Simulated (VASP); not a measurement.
Write the native input for VASP 6.6.1 that does the following.

| Item | Value |
| --- | --- |
| Task | single point |
| Functional | PBE |
| Potentials or basis | VASP PAW PBE potentials, release 64 (Y_sv, Ta_pv, N) |
| Cutoff | 520 eV |
| k mesh | 6 × 6 × 2 |
| Occupations | gaussian, width 0.1 eV |
| Spin | no spin polarisation |
| Dipole correction | no |
| Further INCAR settings | ALGO = Normal; EDIFF = 1e-06; NBANDS = 33 |

The structure of Y2TaN3 lies in POSCAR:

```
Y2TaN3
1.0
    3.3194638000      0.0000000000      0.0000000000
   -1.6597319000      2.8747399000      0.0000000000
    0.0000000000      0.0000000000      8.1831236000
Y Ta N
2 1 3
Direct
    0.3333333000      0.6666667000      0.6744400000
    0.6666667000      0.3333333000      0.3255600000
    0.0000000000      0.0000000000      0.0000000000
    0.0000000000      0.0000000000      0.5000000000
    0.3333333000      0.6666667000      0.1418670000
    0.6666667000      0.3333333000      0.8581330000
```

The cell was built from a structure type or drawn by symmetry, and may not be a known phase.

These files were run (other wordings do the same):

INCAR

```
SYSTEM = Y2TaN3
ALGO = Normal ; EDIFF = 1E-6
ENCUT = 520 ; GGA = PE
ISIF = 2 ; ISMEAR = 0
LASPH = .True. ; LCHARG = .False.
LREAL = .False. ; LWAVE = .False.
NBANDS = 33 ; NELM = 100
PREC = Accurate ; SIGMA = 0.1
```

KPOINTS

```
k-points
0
Gamma
  6 6 2
  0 0 0
```

Potentials or basis: VASP PAW PBE potentials, release 64 (Y_sv, Ta_pv, N).

Launch:

```console
$ cat potpaw_PBE.64/Y_sv/POTCAR potpaw_PBE.64/Ta_pv/POTCAR potpaw_PBE.64/N/POTCAR > POTCAR
$ mpirun -np 1 vasp_std > vasp.out
```

It gave:

The pressure is -0.2 GPa and the largest force is 0.164 eV/Å. The band gap on the k mesh is zero (bands 24 and 25 overlap by 0.55 eV).

Caveat: the k points lie up to 0.38 Å⁻¹ apart, too coarse for converged energies and pressures of a metal; spin-orbit coupling is left out, which moves the levels of the heavy elements.

Wall time 29 s on 1 thread of Intel(R) Xeon(R) 6975P-C (Granite Rapids) (shared host), peak memory 0.24 GiB.
